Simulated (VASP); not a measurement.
# Ge (P6/mmm) in VASP: density of states with PBE

Aim: the density of states of Ge with PBE.

Program: VASP 6.6.1. These are calculated values, not measurements. Logs are shortened: lines on timing, memory, paths and dates and some standing lists are left out, and cuts for length are marked.

**1. The cell of the first run**

Symmetry: P6/mmm, No. 191, hexagonal system. Conventional cell: a = 3.658 Å, b = 3.658 Å, c = 2.164 Å, α = 90.00°, β = 90.00°, γ = 120.00°. Within 2.9 Å of Ge (site symmetry 6/mmm) lie 14 Ge at 2.16 to 2.37 Å. Within 2.8 Å of Ge (site symmetry -6m2) lie 11 Ge at 2.11 to 2.37 Å.

**2. Density of states, PBE (volume scaled by 0.43)**

The input, POSCAR:

```
Ge
1.0
    3.6578160380      0.0000000000      0.0000000000
   -1.8289080190      3.1677616113      0.0000000000
    0.0000000000      0.0000000000      2.1640897323
Ge
3
Direct
    0.0000000000      0.0000000000      0.0000000000
    0.3333333333      0.6666666667      0.5000000000
    0.6666666667      0.3333333333      0.5000000000
```

The input, INCAR.step1:

```
PREC = Accurate
ENCUT = 520
EDIFF = 1E-6
ISMEAR = -1
SIGMA = 0.08
LREAL = False
LASPH = True
NELM = 80
ALGO = Normal
ISIF = 2
LWAVE = False
LCHARG = True
GGA = PE
NBANDS = 28
```

The input, KPOINTS.step1:

```
regular mesh
0
Gamma
  8 8 10
```

The input, INCAR.step2:

```
PREC = Accurate
ENCUT = 520
EDIFF = 1E-6
ISMEAR = -5
SIGMA = 0.08
LREAL = False
LASPH = True
NELM = 80
ALGO = Normal
ISIF = 2
LWAVE = False
LCHARG = False
GGA = PE
LORBIT = 10
NBANDS = 28
NEDOS = 1001
ICHARG = 11
```

The input, KPOINTS.step2:

```
regular mesh
0
Gamma
  12 12 15
```

Potentials or basis: VASP PAW PBE potentials, release 64 (Ge_d).

Launch:

```sh
cat potpaw_PBE.64/Ge_d/POTCAR > POTCAR
cp INCAR.step1 INCAR
cp KPOINTS.step1 KPOINTS
mpirun -np 1 vasp_std > vasp.out
cp INCAR.step2 INCAR
cp KPOINTS.step2 KPOINTS
mpirun -np 1 vasp_std > vasp.out
```

OUTCAR:

```text
PREC = Accurate
   ENCUT = 520
   EDIFF = 1E-6
   ISMEAR = -5
   LREAL = False
   LASPH = True
   NELM = 80
   ISIF = 2
   GGA = PE
   LORBIT = 10
   ICHARG = 11

 ion  position               nearest neighbor table
   1  0.000  0.000  0.000-   2 2.37   3 2.37   2 2.37   3 2.37   3 2.37   3 2.37   2 2.37   2 2.37
                             3 2.37   3 2.37   2 2.37   2 2.37
   2  0.333  0.667  0.500-   3 2.11   3 2.11   3 2.11   1 2.37   1 2.37   1 2.37   1 2.37   1 2.37
                             1 2.37
   3  0.667  0.333  0.500-   2 2.11   2 2.11   2 2.11   1 2.37   1 2.37   1 2.37   1 2.37   1 2.37
                             1 2.37

  LATTYP: Found a hexagonal cell.
 ALAT       =     3.6578160380
 C/A-ratio  =     0.5916343823

  Lattice vectors:

 A1 = (   3.6578160380,   0.0000000000,   0.0000000000)
 A2 = (  -1.8289080190,   3.1677616113,   0.0000000000)
 A3 = (   0.0000000000,   0.0000000000,   2.1640897323)

Analysis of symmetry for initial positions (statically):
=====================================================================
 Subroutine PRICEL returns:
 Original cell was already a primitive cell.

 Routine SETGRP: Setting up the symmetry group for a
 hexagonal supercell.

 Subroutine GETGRP returns: Found 24 space group operations
 (whereof 24 operations were pure point group operations)
 out of a pool of 24 trial point group operations.

The static configuration has the point symmetry D_6h.

Analysis of symmetry for dynamics (positions and initial velocities):
=====================================================================
 Subroutine PRICEL returns:
 Original cell was already a primitive cell.

 Routine SETGRP: Setting up the symmetry group for a
 hexagonal supercell.

 Subroutine GETGRP returns: Found 24 space group operations
 (whereof 24 operations were pure point group operations)
 out of a pool of 24 trial point group operations.

The dynamic configuration has the point symmetry D_6h.

 Subroutine INISYM returns: Found 24 space group operations
 (whereof 24 operations are pure point group operations),
 and found     1 'primitive' translations

----------------------------------------------------------------------------------------

                                     Primitive cell

  volume of cell :      25.0755

  direct lattice vectors                    reciprocal lattice vectors
     3.657816038  0.000000000  0.000000000     0.273387177  0.157840160  0.000000000
    -1.828908019  3.167761611  0.000000000     0.000000000  0.315680320  0.000000000
     0.000000000  0.000000000  2.164089732     0.000000000  0.000000000  0.462088048

  length of vectors
     3.657816038  3.657816038  2.164089732     0.315680320  0.315680320  0.462088048

  position of ions in fractional coordinates (direct lattice)
     0.000000000  0.000000000  0.000000000
     0.333333333  0.666666667  0.500000000
     0.666666667  0.333333333  0.500000000

  ion indices of the primitive-cell ions
   primitive index   ion index
                 1           1
                 2           2
                 3           3

----------------------------------------------------------------------------------------

 KPOINTS: regular mesh

Automatic generation of k-mesh.
 Grid dimensions read from file:
 generate k-points for:   12   12   15

 Generating k-lattice:

  Cartesian coordinates                     Fractional coordinates (reciprocal lattice)
     0.022782265  0.013153347  0.000000000     0.083333333  0.000000000  0.000000000
     0.000000000  0.026306693  0.000000000     0.000000000  0.083333333  0.000000000
     0.000000000  0.000000000  0.030805870     0.000000000  0.000000000  0.066666667

  Length of vectors
     0.026306693  0.026306693  0.030805870

  Shift w.r.t. Gamma in fractional coordinates (k-lattice)
     0.000000000  0.000000000  0.000000000

 TETIRR: Found   2127 inequivalent tetrahedra from    12960

 Subroutine IBZKPT returns following result:
 ===========================================

 Found    152 irreducible k-points:

 Following reciprocal coordinates:
            Coordinates               Weight
  0.000000  0.000000  0.000000      1.000000
  0.083333  0.000000  0.000000      6.000000
  0.166667  0.000000  0.000000      6.000000
  0.250000  0.000000  0.000000      6.000000
  0.333333  0.000000  0.000000      6.000000
  0.416667  0.000000  0.000000      6.000000
[... 16 lines left out ...]
  0.250000  0.000000  0.066667     12.000000
  0.333333  0.000000  0.066667     12.000000
 [... further k-points ...]
   k-points           NKPTS =    152   k-points in BZ     NKDIM =    152   number of bands    NBANDS=     28
   number of dos      NEDOS =   1001   number of ions     NIONS =      3
   total plane-waves  NPLWV =  12544
   dimension x,y,z NGX =    28 NGY =   28 NGZ =   16
   dimension x,y,z NGXF=    56 NGYF=   56 NGZF=   32
   ions per type =               3
   NGX,Y,Z   is equivalent  to a cutoff of  12.73, 12.73, 12.29 a.u.
   NGXF,Y,Z  is equivalent  to a cutoff of  25.45, 25.45, 24.58 a.u.
 SYSTEM =  unknown system
   PREC   = accura    normal or accurate (medium, high low for compatibility)
   ISTART =      0    job   : 0-new  1-cont  2-samecut
   ICHARG =     11    charge: 1-file 2-atom 10-const
   ISPIN  =      1    spin polarized calculation?
   LNONCOLLINEAR =      F non collinear calculations
   LSORBIT =      F    spin-orbit coupling
   LASPH  =      T    aspherical Exc in radial PAW
   ENCUT  =  520.0 eV  38.22 Ry    6.18 a.u.   6.80  6.80  4.02*2*pi/ulx,y,z
   NELM   =     80;   NELMIN=  2; NELMDL=  0     # of ELM steps
   EDIFF  = 0.1E-05   stopping-criterion for ELM
   LREAL  =      F    real-space projection
   EDIFFG = 0.1E-04   stopping-criterion for IOM
   NSW    =      0    number of steps for IOM
   IBRION =     -1    ionic relax: 0-MD 1-quasi-New 2-CG
   NFREE  =      0    steps in history (QN), initial steepest desc. (CG)
   ISIF   =      2    stress and relaxation
   ISYM   =      2    0-nonsym 1-usesym 2-fastsym
   POTIM  = 0.5000    time-step for ionic-motion
   TEBEG  =    0.0;   TEEND  =   0.0 temperature during run
   PSTRESS=    0.0 pullay stress
   NELECT =      42.0000    total number of electrons
   NUPDOWN=      -1.0000    fix difference up-down
   EMIN   =  10.00;   EMAX   =-10.00  energy-range for DOS
   EFERMI =   0.00;   METHOD = LEGACY
   ISMEAR =    -5;   SIGMA  =   0.08  broadening in eV -4-tet -1-fermi 0-gaus
   EFERMI_NEDOS =   21; number of points for ismear=-14 and -15
   IALGO  =     38    algorithm
   IMIX   =      4    mixing-type and parameters
     AMIX     =   0.40;   BMIX     =  1.00
     AMIX_MAG =   1.60;   BMIX_MAG =  1.00
  volume/ion in A,a.u.               =       8.36        56.41
  Fermi-wavevector in a.u.,A,eV,Ry     =   1.944202  3.674009 51.428954  3.779921
  Thomas-Fermi vector in A             =   2.973203
   LORBIT       =     10    0 simple, 1 ext, 2 COOP (PROOUT), +10 PAW based schemes
   GGA     = PE    functional components
   LHFCALC =     F    Hartree Fock is set to
   AEXX    =    0.0000 exact exchange contribution
   IVDW    =     0    specifies the selected vdW correction
   LEPSILON=     F    determine dielectric tensor
   LRPA    =     F    only Hartree local field effects (RPA)
 non-spin polarized calculation
 Fermi weights with tetrahedron method with Bloechl corrections
  energy-cutoff  :      520.00
  volume of cell :       25.08
 maximum number of plane-waves:       691
 NGX is ok and might be reduce to    28

 number of electron      41.9999979 magnetization

 Free energy of the ion-electron system (eV)
  ---------------------------------------------------
  ext. energy  EPLUGINS =         0.00000000
  ---------------------------------------------------
  free energy    TOTEN  =         4.78587207 eV

  energy without entropy =        4.78587207  energy(sigma->0) =        4.78587207

 E-fermi :  19.9382     XC(G=0): -16.1018

 val. band max:       20.0993949923   @ k =   0.2500   0.1667   0.4667
 cond. band min:      19.4828598320   @ k =   0.1667   0.0000   0.2000
 fundamental gap:     -0.6165351603
 Fermi energy:        19.9381964621

 k-point     1 :       0.0000    0.0000    0.0000
  band No.  band energies     occupation
      1      -7.5248      2.00000
      2      -6.9762      2.00000
      3      -6.8687      2.00000
      4      -6.7153      2.00000
      5      -6.7153      2.00000
      6      -6.5335      2.00000
[... 20 lines left out ...]
     27      40.2811      0.00000
     28      42.4643      0.00000

 k-point     2 :       0.0833    0.0000    0.0000
  band No.  band energies     occupation
      1      -7.5125      2.00000
      2      -6.9868      2.00000
      3      -6.8899      2.00000
      4      -6.7744      2.00000
      5      -6.7647      2.00000
      6      -6.5764      2.00000
[... 20 lines left out ...]
     27      40.2877      0.00000
     28      41.3449      0.00000

 k-point     3 :       0.1667    0.0000    0.0000
  band No.  band energies     occupation
      1      -7.4771      2.00000
      2      -7.0308      2.00000
      3      -6.9463      2.00000
      4      -6.8684      2.00000
      5      -6.8494      2.00000
      6      -6.6038      2.00000
[... 20 lines left out ...]
     27      39.1933      0.00000
     28      39.8275      0.00000

 k-point     4 :       0.2500    0.0000    0.0000
  band No.  band energies     occupation
      1      -7.4227      2.00000
      2      -7.1285      2.00000
      3      -7.0046      2.00000
      4      -6.9445      2.00000
      5      -6.8999      2.00000
      6      -6.6334      2.00000
[... 578 lines left out ...]
     27      36.1698      0.00000
     28      37.7723      0.00000

 k-point    23 :       0.2500    0.0000    0.0667
  band No.  band energies     occupation
      1      -7.3777      2.00000
      2      -7.1121      2.00000
      3      -6.9639      2.00000
      4      -6.9502      2.00000
      5      -6.8616      2.00000
      6      -6.6450      2.00000
[... 20 lines left out ...]
     27      35.9782      0.00000
     28      37.0648      0.00000

 k-point    24 :       0.3333    0.0000    0.0667
  band No.  band energies     occupation
      1      -7.3110      2.00000
      2      -7.2167      2.00000
      3      -7.0194      2.00000
      4      -6.9992      2.00000
      5      -6.8853      2.00000
      6      -6.6667      2.00000
[... 20 lines left out ...]
     27      36.2990      0.00000
     28      36.5541      0.00000

 [... further k-points ...]
[... 5 lines left out ...]
  --------------------------------------------------------------------------------------
  -------------------------------------------------------------------------------------
  Total       57.2127055     57.2127055     57.9530591     -0.0000000      0.0000000      0.0000000
  in kB     3655.5560918   3655.5560918   3702.8603420     -0.0000000      0.0000000      0.0000000
  external PRESSURE =    3671.3241752 kB  Pullay stress =       0.0000000 kB

 VOLUME and BASIS-vectors are now :
 -----------------------------------------------------------------------------
  energy-cutoff  :      520.00
  volume of cell :       25.08
      direct lattice vectors                 reciprocal lattice vectors
     3.657816038  0.000000000  0.000000000     0.273387177  0.157840160  0.000000000
    -1.828908019  3.167761611  0.000000000     0.000000000  0.315680320  0.000000000
     0.000000000  0.000000000  2.164089732     0.000000000  0.000000000  0.462088048

 POSITION                                       TOTAL-FORCE (eV/Angst)
 -----------------------------------------------------------------------------------
      0.00000      0.00000      0.00000        -0.000000      0.000000      0.000000
     -0.00000      2.11184      1.08204         0.000000     -0.000000      0.000000
      1.82891      1.05592      1.08204        -0.000000      0.000000      0.000000
 -----------------------------------------------------------------------------------
    total drift:                                0.000000      0.000000     -0.000000

  FREE ENERGIE OF THE ION-ELECTRON SYSTEM (eV)
  ---------------------------------------------------
  free  energy   TOTEN  =         4.7858720661 eV

  energy  without entropy=        4.7858720661  energy(sigma->0) =        4.78587207

 total charge

# of ion       s       p       d       tot
------------------------------------------
    1        1.324   1.717  10.552  13.594
    2        1.292   1.955  10.573  13.820
    3        1.292   1.955  10.573  13.820
--------------------------------------------------
tot          3.908   5.627  31.697  41.233
```

It took 40 s on 1 thread of Intel Xeon 6975P-C (Granite Rapids), shared host; peak memory 0.19 GiB.

Results:

| Item | Value |
| --- | --- |
| Valence electrons inside the program's atomic spheres | Ge 13.59, 13.82 |

Caveat: tetrahedron occupations give inexact forces and stress in metals.
